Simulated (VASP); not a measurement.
The system is Hf3N4.

```
Hf N
1.0
    -3.35050    3.35050    3.35050
     3.35050   -3.35050    3.35050
     3.35050    3.35050   -3.35050
Hf N
6 8
Direct
  0.25000 0.62500 0.37500
  0.37500 0.25000 0.62500
  0.75000 0.87500 0.12500
  0.12500 0.75000 0.87500
  0.62500 0.37500 0.25000
  0.87500 0.12500 0.75000
  0.12600 0.12600 0.12600
  0.87400 0.50000 0.00000
  0.50000 0.00000 0.37400
  0.00000 0.87400 0.50000
  0.37400 0.50000 0.00000
  0.62600 0.62600 0.62600
  0.00000 0.37400 0.50000
  0.50000 0.00000 0.87400
```

* Program: VASP 6.6.1
* Task: relaxation of cell and atoms
* Functional: LDA
* Potentials or basis: VASP PAW LDA potentials, release 64 (Hf_pv, N)
* Cutoff: 600 eV
* k mesh: 6 × 6 × 6
* Occupations: fermi-dirac, width 0.02 eV
* Spin: no spin polarisation

At the start: pressure -10.5 GPa; volume 10.75 Å³/atom.

Where does the relaxation end?

Over 9 steps the energy falls by 25.2 meV/atom and the volume is 10.19 Å³/atom (-5.2 %); space group I-43d (No. 220, to 0.1 Å) before and after.

Step by step:
```csv
step,energy change (eV),largest force (eV/Å),pressure (GPa),volume (Å³)
1,0.0000,0.1607,-10.48,150.45
2,0.4269,0.9781,23.45,135.66
3,-0.1903,0.4379,0.05,144.97
4,-0.1904,0.4437,0.28,144.86
5,-0.2510,0.3608,0.31,144.24
6,-0.3483,0.0822,1.07,142.39
7,-0.3502,0.0207,1.33,142.04
8,-0.3246,0.1003,-4.33,144.53
9,-0.3526,0.0076,0.00,142.60
```

Final structure:
```
Hf N
1.0
    -3.29120    3.29120    3.29120
     3.29120   -3.29120    3.29120
     3.29120    3.29120   -3.29120
Hf N
6 8
Direct
  0.25000 0.62500 0.37500
  0.37500 0.25000 0.62500
  0.75000 0.87500 0.12500
  0.12500 0.75000 0.87500
  0.62500 0.37500 0.25000
  0.87500 0.12500 0.75000
  0.14198 0.14198 0.14198
  0.85802 0.50000 0.00000
  0.50000 0.00000 0.35802
  0.00000 0.85802 0.50000
  0.35802 0.50000 0.00000
  0.64198 0.64198 0.64198
  0.00000 0.35802 0.50000
  0.50000 0.00000 0.85802
```
